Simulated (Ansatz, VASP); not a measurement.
## TePb: VASP beside Ansatz

Contents of POSCAR:

```
TePb
1.0
    0.0000000000      3.2270000000      3.2270000000
    3.2270000000      0.0000000000      3.2270000000
    3.2270000000      3.2270000000      0.0000000000
Te Pb
1 1
Direct
    0.5000000000      0.5000000000      0.5000000000
    0.0000000000      0.0000000000      0.0000000000
```

INCAR.step1

```
SYSTEM = TePb
  PREC = Accurate
  ENCUT = 520
  ISMEAR = -1
  SIGMA = 0.03
  LREAL = .False.
  LASPH = .True.
  NELM = 100
  NBANDS = 17
  GGA = PE
  ALGO = Normal
  EDIFF = 1E-4
  LWAVE = .True.
  LCHARG = .False.
```

INCAR.step2

```
SYSTEM = TePb
  PREC = Accurate
  ENCUT = 520
  EDIFF = 1E-8
  ISMEAR = -1
  SIGMA = 0.03
  LREAL = .False.
  LASPH = .True.
  NELM = 100
  ALGO = Normal
  ISIF = 2
  LWAVE = .False.
  LCHARG = .False.
  METAGGA = R2SCAN
  LMIXTAU = .True.
  LEFG = .True.
  NBANDS = 17
  ISTART = 1
```

File KPOINTS:

```
regular mesh
0
Gamma
  10 10 10
  0 0 0
```

Input for Ansatz:

```yaml
crystal:
  lattice:
    - [0.0, 3.227, 3.227]
    - [3.227, 0.0, 3.227]
    - [3.227, 3.227, 0.0]
  atoms:
    - { symbol: Te, position: [0.5, 0.5, 0.5] }
    - { symbol: Pb, position: [0.0, 0.0, 0.0] }
kpoints:
  mp_grid: { grid: [10, 10, 10] }
  band_path:
    path:
      - [0.0, 0.0, 0.0]
      - [0.5, 0.0, 0.5]
      - [0.625, 0.25, 0.625]
      - [0.375, 0.375, 0.75]
      - [0.0, 0.0, 0.0]
      - [0.5, 0.5, 0.5]
      - [0.5, 0.25, 0.75]
      - [0.5, 0.0, 0.5]
    npoints: 5
scf:
  occupations: { method: fermi_dirac, width: 0.03 }
hamiltonian:
  xc: r2scan
  pseudopotentials: { kind: paw }
output:
  forces: true
  stress: true
  eigenvalues: true
  efg: { contact_densities: true }
```

Alike in both runs: task electric field gradients; functional r2SCAN; k mesh 10 × 10 × 10; occupations fermi-dirac, width 0.03 eV; no spin polarisation.

```csv
,VASP,Ansatz
version,VASP 6.6.1,Ansatz 0.2.0
potentials or method,"VASP PAW PBE potentials, release 64 (Te, Pb_d)","PAW with Ansatz's default frozen-core files, scalar-relativistic"
plane-wave cutoff (eV),520,500
valence electrons in the cell,20,30
```

|  | VASP | Ansatz | Ansatz less VASP |
| --- | --- | --- | --- |
| pressure (GPa) | 1.7 | 1.7 | +0.01 |

VASP's potentials were made for PBE, not for r2SCAN. The functional is the same, so the differences come from potentials, cutoffs and numerics. VASP's potentials hold 20 valence electrons a cell and Ansatz's 30, so a difference there can come from the potentials and not from the codes.

Neither program's run includes spin-orbit coupling.
